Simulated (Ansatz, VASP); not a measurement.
## Two plane-wave programs on Li

```xyz
2
Lattice="0.0000 -2.0955 -2.0955 0.0000 2.0955 -2.0955 4.1910 0.0000 0.0000" Properties=species:S:1:pos:R:3 pbc="T T T"
Li    2.0955   -0.3188   -2.3080
Li    0.0000    0.3188    0.2125
```

Change from the starting cell: mode 4 frozen in at -0.319 Å and mode 5 at -0.212 Å (largest displacements).

Alike in both runs: task single point; functional PBEsol; dispersion D3(BJ); k mesh 16 × 16 × 10; occupations gaussian, width 0.15 eV; no spin polarisation.

|  | VASP | Ansatz |
| --- | --- | --- |
| version | VASP 6.6.1 | Ansatz 0.2.0 |
| potentials or method | VASP PAW PBE potentials, release 64 (Li_sv), cutoff 520 eV | scalar-relativistic, plane waves, PAW |
| valence electrons in the cell | 6 | 6 |

Ansatz gave:

```
gap on the k mesh at the Fermi level (eV) : none
rms of the force components (eV/Å)        : 0.244
```

Estimate VASP's values.

gap on the k mesh at the Fermi level (eV): none; rms of the force components (eV/Å): 0.245.

VASP's potentials were made for PBE, not for PBEsol. Atom by atom the forces differ by 0.000 eV/Å (rms over components). A gap of «none» marks a metal or a gap that the smearing closes.

Noted on VASP's run: the cutoff is short for stress, so the pressure is rough.
